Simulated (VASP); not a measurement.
# GaP in VASP: notebook

GaP is run at these levels: PBEsol; tasks: single point.

Everything below comes from runs of VASP 6.6.1. Logs are shortened: lines on timing, memory, paths and dates and some standing lists are left out, and cuts for length are marked.

## Step 1: The cell of the first run

Symmetry: F-43m, No. 216, cubic system. Conventional cell: a = 5.887 Å, b = 5.887 Å, c = 5.887 Å, α = 90.00°, β = 90.00°, γ = 90.00°. Within 3.4 Å of Ga (site symmetry -43m) lie 4 P at 2.55 Å. P (site symmetry -43m) has 4 Ga at 2.55 Å within 3.4 Å.

## Step 2: Single point, PBEsol (strain +0.080 along x and y, +0.080 along z)

INCAR

```
SYSTEM = GaP
  PREC = Accurate
  ENCUT = 520
  EDIFF = 1E-6
  ISMEAR = 0
  SIGMA = 0.05
  LREAL = .FALSE.
  LASPH = .TRUE.
  NELM = 80
  ALGO = Normal
  ISIF = 2
  LWAVE = .FALSE.
  LCHARG = .FALSE.
  GGA = PS
  NBANDS = 16
```

KPOINTS

```
Automatic mesh
0
G
  8 8 8
  0 0 0
```

POSCAR

```
GaP
1.0
    0.0000000000      2.9432700000      2.9432700000
    2.9432700000      0.0000000000      2.9432700000
    2.9432700000      2.9432700000      0.0000000000
Ga P
1 1
Direct
    0.0000000000      0.0000000000      0.0000000000
    0.7500000000      0.7500000000      0.7500000000
```

Potentials or basis: VASP PAW PBE potentials, release 64 (Ga_d, P).

Run with:

```console
cat potpaw_PBE.64/Ga_d/POTCAR potpaw_PBE.64/P/POTCAR > POTCAR
mpirun -np 1 vasp_std > vasp.out
```

OUTCAR:

```text
SYSTEM = GaP
   PREC = Accurate
   ENCUT = 520
   EDIFF = 1E-6
   ISMEAR = 0
   LREAL = .FALSE.
   LASPH = .TRUE.
   NELM = 80
   ISIF = 2
   GGA = PS

 ion  position               nearest neighbor table
   1  0.000  0.000  0.000-   2 2.55   2 2.55   2 2.55   2 2.55
   2  0.750  0.750  0.750-   1 2.55   1 2.55   1 2.55   1 2.55

  LATTYP: Found a face centered cubic cell.
 ALAT       =     5.8865400000

  Lattice vectors:

 A1 = (   0.0000000000,   2.9432700000,   2.9432700000)
 A2 = (   2.9432700000,   0.0000000000,   2.9432700000)
 A3 = (   2.9432700000,   2.9432700000,   0.0000000000)

Analysis of symmetry for initial positions (statically):
=====================================================================
 Subroutine PRICEL returns:
 Original cell was already a primitive cell.

 Routine SETGRP: Setting up the symmetry group for a
 face centered cubic supercell.

 Subroutine GETGRP returns: Found 24 space group operations
 (whereof 24 operations were pure point group operations)
 out of a pool of 48 trial point group operations.

The static configuration has the point symmetry T_d .

Analysis of symmetry for dynamics (positions and initial velocities):
=====================================================================
 Subroutine PRICEL returns:
 Original cell was already a primitive cell.

 Routine SETGRP: Setting up the symmetry group for a
 face centered cubic supercell.

 Subroutine GETGRP returns: Found 24 space group operations
 (whereof 24 operations were pure point group operations)
 out of a pool of 48 trial point group operations.

The dynamic configuration has the point symmetry T_d .

 Subroutine INISYM returns: Found 24 space group operations
 (whereof 24 operations are pure point group operations),
 and found     1 'primitive' translations

----------------------------------------------------------------------------------------

                                     Primitive cell

  volume of cell :      50.9941

  direct lattice vectors                    reciprocal lattice vectors
     0.000000000  2.943270000  2.943270000    -0.169879080  0.169879080  0.169879080
     2.943270000  0.000000000  2.943270000     0.169879080 -0.169879080  0.169879080
     2.943270000  2.943270000  0.000000000     0.169879080  0.169879080 -0.169879080

  length of vectors
     4.162412352  4.162412352  4.162412352     0.294239198  0.294239198  0.294239198

  position of ions in fractional coordinates (direct lattice)
     0.000000000  0.000000000  0.000000000
     0.750000000  0.750000000  0.750000000

  ion indices of the primitive-cell ions
   primitive index   ion index
                 1           1
                 2           2

----------------------------------------------------------------------------------------

 KPOINTS: Automatic mesh

Automatic generation of k-mesh.
 Grid dimensions read from file:
 generate k-points for:    8    8    8

 Generating k-lattice:

  Cartesian coordinates                     Fractional coordinates (reciprocal lattice)
    -0.021234885  0.021234885  0.021234885     0.125000000  0.000000000  0.000000000
     0.021234885 -0.021234885  0.021234885     0.000000000  0.125000000  0.000000000
     0.021234885  0.021234885 -0.021234885     0.000000000  0.000000000  0.125000000

  Length of vectors
     0.036779900  0.036779900  0.036779900

  Shift w.r.t. Gamma in fractional coordinates (k-lattice)
     0.000000000  0.000000000  0.000000000

 Subroutine IBZKPT returns following result:
 ===========================================

 Found     29 irreducible k-points:

 Following reciprocal coordinates:
            Coordinates               Weight
  0.000000  0.000000  0.000000      1.000000
  0.125000  0.000000  0.000000      8.000000
  0.250000  0.000000  0.000000      8.000000
  0.375000  0.000000  0.000000      8.000000
  0.500000  0.000000  0.000000      4.000000
  0.125000  0.125000  0.000000      6.000000
[... 16 lines left out ...]
  0.500000  0.250000  0.125000     48.000000
 -0.375000  0.250000  0.125000     24.000000
 [... further k-points ...]
   k-points           NKPTS =     29   k-points in BZ     NKDIM =     29   number of bands    NBANDS=     16
   number of dos      NEDOS =    301   number of ions     NIONS =      2
   total plane-waves  NPLWV =  32768
   dimension x,y,z NGX =    32 NGY =   32 NGZ =   32
   dimension x,y,z NGXF=    64 NGYF=   64 NGZF=   64
   ions per type =               1   1
   NGX,Y,Z   is equivalent  to a cutoff of  12.78, 12.78, 12.78 a.u.
   NGXF,Y,Z  is equivalent  to a cutoff of  25.56, 25.56, 25.56 a.u.
 SYSTEM =  GaP
   PREC   = accura    normal or accurate (medium, high low for compatibility)
   ISTART =      0    job   : 0-new  1-cont  2-samecut
   ICHARG =      2    charge: 1-file 2-atom 10-const
   ISPIN  =      1    spin polarized calculation?
   LNONCOLLINEAR =      F non collinear calculations
   LSORBIT =      F    spin-orbit coupling
   LASPH  =      T    aspherical Exc in radial PAW
   ENCUT  =  520.0 eV  38.22 Ry    6.18 a.u.   7.74  7.74  7.74*2*pi/ulx,y,z
   NELM   =     80;   NELMIN=  2; NELMDL= -5     # of ELM steps
   EDIFF  = 0.1E-05   stopping-criterion for ELM
   LREAL  =      F    real-space projection
   EDIFFG = 0.1E-04   stopping-criterion for IOM
   NSW    =      0    number of steps for IOM
   IBRION =     -1    ionic relax: 0-MD 1-quasi-New 2-CG
   NFREE  =      0    steps in history (QN), initial steepest desc. (CG)
   ISIF   =      2    stress and relaxation
   ISYM   =      2    0-nonsym 1-usesym 2-fastsym
   POTIM  = 0.5000    time-step for ionic-motion
   TEBEG  =    0.0;   TEEND  =   0.0 temperature during run
   PSTRESS=    0.0 pullay stress
   NELECT =      18.0000    total number of electrons
   NUPDOWN=      -1.0000    fix difference up-down
   EMIN   =  10.00;   EMAX   =-10.00  energy-range for DOS
   EFERMI =   0.00;   METHOD = LEGACY
   ISMEAR =     0;   SIGMA  =   0.05  broadening in eV -4-tet -1-fermi 0-gaus
   EFERMI_NEDOS =   21; number of points for ismear=-14 and -15
   IALGO  =     38    algorithm
   IMIX   =      4    mixing-type and parameters
     AMIX     =   0.40;   BMIX     =  1.00
     AMIX_MAG =   1.60;   BMIX_MAG =  1.00
  volume/ion in A,a.u.               =      25.50       172.06
  Fermi-wavevector in a.u.,A,eV,Ry     =   1.156979  2.186374 18.212772  1.338601
  Thomas-Fermi vector in A             =   2.293595
   LORBIT       =      0    0 simple, 1 ext, 2 COOP (PROOUT), +10 PAW based schemes
   GGA     = PS    functional components
   LHFCALC =     F    Hartree Fock is set to
   AEXX    =    0.0000 exact exchange contribution
   IVDW    =     0    specifies the selected vdW correction
   LEPSILON=     F    determine dielectric tensor
   LRPA    =     F    only Hartree local field effects (RPA)
 non-spin polarized calculation
 Gauss-broadening in eV      SIGMA  =   0.05
  energy-cutoff  :      520.00
  volume of cell :       50.99
 maximum number of plane-waves:      1387
   NGX = 15   NGY = 15   NGZ = 15

 number of electron      18.0000006 magnetization

 Free energy of the ion-electron system (eV)
  ---------------------------------------------------
  ext. energy  EPLUGINS =         0.00000000
  ---------------------------------------------------
  free energy    TOTEN  =        -9.42872561 eV

  energy without entropy =       -9.42855188  energy(sigma->0) =       -9.42863874

 E-fermi :   2.5065     XC(G=0):  -9.0134

 val. band max:        2.4854596470   @ k =   0.0000   0.0000   0.0000
 cond. band min:       3.4076658041   @ k =   0.5000   0.0000   0.0000
 fundamental gap:      0.9222061571
 Fermi energy:         2.5065023222

 k-point     1 :       0.0000    0.0000    0.0000
  band No.  band energies     occupation
      1     -11.8157      2.00000
      2     -11.8157      2.00000
      3     -11.8157      2.00000
      4     -11.7680      2.00000
      5     -11.7680      2.00000
      6      -8.5237      2.00000
[... 8 lines left out ...]
     15      11.8926      0.00000
     16      11.8926      0.00000

 k-point     2 :       0.1250    0.0000    0.0000
  band No.  band energies     occupation
      1     -11.8202      2.00000
      2     -11.8136      2.00000
      3     -11.8136      2.00000
      4     -11.7680      2.00000
      5     -11.7680      2.00000
      6      -8.3746      2.00000
[... 8 lines left out ...]
     15      11.3544      0.00000
     16      11.3544      0.00000

 k-point     3 :       0.2500    0.0000    0.0000
  band No.  band energies     occupation
      1     -11.8311      2.00000
      2     -11.8090      2.00000
      3     -11.8090      2.00000
      4     -11.7673      2.00000
      5     -11.7673      2.00000
      6      -7.9571      2.00000
[... 8 lines left out ...]
     15      11.1533      0.00000
     16      11.5426      0.00000

 k-point     4 :       0.3750    0.0000    0.0000
  band No.  band energies     occupation
      1     -11.8418      2.00000
      2     -11.8054      2.00000
      3     -11.8054      2.00000
      4     -11.7658      2.00000
      5     -11.7658      2.00000
      6      -7.4038      2.00000
[... 8 lines left out ...]
     15      12.0611      0.00000
     16      12.0611      0.00000
[... 324 lines left out ...]
 k-point    22 :       0.3750    0.2500    0.1250
  band No.  band energies     occupation
      1     -11.8419      2.00000
      2     -11.8035      2.00000
      3     -11.8018      2.00000
      4     -11.7720      2.00000
      5     -11.7639      2.00000
      6      -7.6021      2.00000
[... 8 lines left out ...]
     15      12.7171      0.00000
     16      13.3193      0.00000

 k-point    23 :       0.5000    0.2500    0.1250
  band No.  band energies     occupation
      1     -11.8484      2.00000
      2     -11.8018      2.00000
      3     -11.7976      2.00000
      4     -11.7711      2.00000
      5     -11.7639      2.00000
      6      -7.0905      2.00000
[... 8 lines left out ...]
     15      12.7253      0.00000
     16      14.0749      0.00000

 k-point    24 :      -0.3750    0.2500    0.1250
  band No.  band energies     occupation
      1     -11.8507      2.00000
      2     -11.8015      2.00000
      3     -11.7961      2.00000
      4     -11.7697      2.00000
      5     -11.7646      2.00000
      6      -6.8125      2.00000
[... 8 lines left out ...]
     15      13.3939      0.00000
     16      13.7347      0.00000

 [... further k-points ...]
[... 5 lines left out ...]
  --------------------------------------------------------------------------------------
  -------------------------------------------------------------------------------------
  Total       -3.7028063     -3.7028063     -3.7028063      0.0000000      0.0000000     -0.0000000
  in kB     -116.3379131   -116.3379131   -116.3379131      0.0000000      0.0000000     -0.0000000
  external PRESSURE =    -116.3379131 kB  Pullay stress =       0.0000000 kB

 VOLUME and BASIS-vectors are now :
 -----------------------------------------------------------------------------
  energy-cutoff  :      520.00
  volume of cell :       50.99
      direct lattice vectors                 reciprocal lattice vectors
     0.000000000  2.943270000  2.943270000    -0.169879080  0.169879080  0.169879080
     2.943270000  0.000000000  2.943270000     0.169879080 -0.169879080  0.169879080
     2.943270000  2.943270000  0.000000000     0.169879080  0.169879080 -0.169879080

 POSITION                                       TOTAL-FORCE (eV/Angst)
 -----------------------------------------------------------------------------------
      0.00000      0.00000      0.00000        -0.000000     -0.000000     -0.000000
      4.41491      4.41491      4.41491         0.000000      0.000000      0.000000
 -----------------------------------------------------------------------------------
    total drift:                               -0.000001     -0.000001     -0.000001

  FREE ENERGIE OF THE ION-ELECTRON SYSTEM (eV)
  ---------------------------------------------------
  free  energy   TOTEN  =        -9.4287256062 eV

  energy  without entropy=       -9.4285518797  energy(sigma->0) =       -9.42863874
```

It took 25 s on 1 thread of AMD EPYC 7R43 (Zen 3), shared host; peak memory 0.15 GiB.

What came out:

```yaml
Free_energy: -9.4287 eV
Pressure: -11.6 GPa
Band_gap_on_the_k_mesh: zero (filled and empty bands touch)
```

Caveat: the cell differs from its parent crystal (strain +0.080 along x and y, +0.080 along z); the cell stands under tension; semilocal functionals underestimate gaps, and a narrow one can read as zero; the PAW data sets were made with another functional, which shifts forces and pressure a little.

(Continued in part 2 of 2.)

The gap in the log of VASP goes by the Fermi energy; the results here count the filled bands.